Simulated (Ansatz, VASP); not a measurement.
This is a calculation of SiC for Ansatz 0.2.0.

input.yaml

```yaml
crystal:
  lattice:
    - [0.0, 2.179, 2.179]
    - [2.179, 0.0, 2.179]
    - [2.179, 2.179, 0.0]
  atoms:
    - { symbol: Si, position: [0.0, 0.0, 0.0] }
    - { symbol: C, position: [0.75, 0.75, 0.75] }
kpoints:
  mp_grid: { grid: [8, 8, 8] }
scf:
  occupations: { method: fermi_dirac, width: 0.05 }
hamiltonian:
  xc: hse06
  pseudopotentials: { kind: all_electron, datasets: crystal }
output:
  forces: true
  stress: true
```

Potentials or basis: all-electron PAW datasets made for the crystal.

Run with:

```sh
$ ansatz run input.yaml --threads 1 --pin off --max-ram 3072MiB --backend cpu --events-out ev --progress --plain --runs-dir out
```

Problem. Translate it to VASP 6.6.1. Potentials there: VASP PAW PBE potentials, release 64 (Si, C).

Solution. As run (the cutoff follows the program's own potentials):

POSCAR

```
SiC
1.0
    0.0000000000      2.1790000000      2.1790000000
    2.1790000000      0.0000000000      2.1790000000
    2.1790000000      2.1790000000      0.0000000000
Si C
1 1
Direct
    0.0000000000      0.0000000000      0.0000000000
    0.7500000000      0.7500000000      0.7500000000
```

Contents of INCAR.step1:

```
SYSTEM = SiC
PREC     = Accurate       ! precision mode
ENCUT    = 520            ! plane-wave cutoff, eV
EDIFF    = 1E-5           ! SCF threshold, eV
ISMEAR   = -1             ! smearing method
SIGMA    = 0.05           ! smearing width, eV
LREAL    = .False.        ! projectors in reciprocal space
LASPH    = .True.         ! aspherical terms in the spheres
NELM     = 120            ! most SCF steps
ALGO     = Normal         ! electronic algorithm
ISIF     = 2              ! what is computed and relaxed
LWAVE    = .True.         ! write WAVECAR
LCHARG   = .False.        ! write CHGCAR
GGA      = PE             ! functional
NBANDS   = 11             ! bands
GGA_COMPAT= .False.
```

INCAR.step2

```
SYSTEM = SiC
PREC     = Accurate       ! precision mode
ENCUT    = 520            ! plane-wave cutoff, eV
EDIFF    = 1E-6           ! SCF threshold, eV
ISMEAR   = -1             ! smearing method
SIGMA    = 0.05           ! smearing width, eV
LREAL    = .False.        ! projectors in reciprocal space
LASPH    = .True.         ! aspherical terms in the spheres
NELM     = 120            ! most SCF steps
ALGO     = Normal         ! electronic algorithm
ISIF     = 2              ! what is computed and relaxed
LWAVE    = .False.        ! write WAVECAR
LCHARG   = .False.        ! write CHGCAR
GGA      = PE             ! functional
LHFCALC  = .True.         ! exact exchange
HFSCREEN = 0.2079         ! screening, 1/A
PRECFOCK = Normal       
ISTART   = 1            
NBANDS   = 11             ! bands
GGA_COMPAT= .False.
```

KPOINTS

```
regular mesh
0
Gamma
  8 8 8
  0 0 0
```

Potentials or basis: VASP PAW PBE potentials, release 64 (Si, C).

Run with:

```sh
$ cat potpaw_PBE.64/Si/POTCAR potpaw_PBE.64/C/POTCAR > POTCAR
$ cp INCAR.step1 INCAR
$ mpirun -np 1 vasp_std > vasp.out
$ cp INCAR.step2 INCAR
$ mpirun -np 1 vasp_std > vasp.out
```

Both were run:

|  | VASP | Ansatz | Ansatz less VASP |
| --- | --- | --- | --- |
| gap on the k mesh at the Fermi level (eV) | 2.23 | 2.23 | -0.004 |
| least direct gap on the mesh (eV) | 5.73 | 5.72 | -0.009 |
| pressure (GPa) | -1.8 | -1.5 | +0.35 |

Ansatz ran all-electron here, and VASP with PAW potentials.
